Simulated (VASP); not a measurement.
## K3W: single point with PBE

K3W:

```xyz
4
Lattice="5.4421 0.0000 0.0000 0.0000 5.4421 0.0000 0.0000 0.0000 5.4421" Properties=species:S:1:pos:R:3 pbc="T T T"
K     0.0000    2.7210    2.7210
K     2.7210    0.0000    2.7210
K     2.7210    2.7210    0.0000
W     0.0000    0.0000    0.0000
```

| Property | Result |
| --- | --- |
| Program | VASP 6.6.1 |
| Task | single point |
| Functional | PBE |
| Potentials or basis | VASP PAW PBE potentials, release 64 (K_sv, W_sv) |
| Cutoff | 520 eV |
| k mesh | 4 × 4 × 4 |
| Occupations | gaussian, width 0.1 eV |
| Spin | no spin polarisation |

```
Pressure               : 0.1 GPa
Band gap on the k mesh : zero (an odd number of electrons rules out a gap without spin polarisation)
```

Levels at points of the mesh, in eV from the Fermi level:
| k point | band 17 | band 18 | band 19 | band 20 | band 21 | band 22 | band 23 | band 24 |
| --- | --- | --- | --- | --- | --- | --- | --- | --- |
| (0.00, 0.00, 0.00) | -3.49 | -0.54 | -0.54 | -0.05 | -0.05 | -0.05 | 0.26 | 2.48 |
| (0.50, 0.00, 0.00) | -2.62 | -1.05 | -0.30 | 0.03 | 0.03 | 0.03 | 0.25 | 1.55 |
| (0.50, 0.50, 0.00) | -2.04 | -0.56 | 0.03 | 0.05 | 0.05 | 0.05 | 0.05 | 0.41 |
| (0.50, 0.50, 0.50) | -1.91 | -0.51 | -0.51 | -0.51 | 0.35 | 0.35 | 1.18 | 1.18 |

It took 46 s on 1 thread of AMD EPYC 9R14 (Zen 4), with other jobs on the host, peak memory 0.22 GiB.

Caveat: spin-orbit coupling is left out, which moves the levels of the heavy elements.
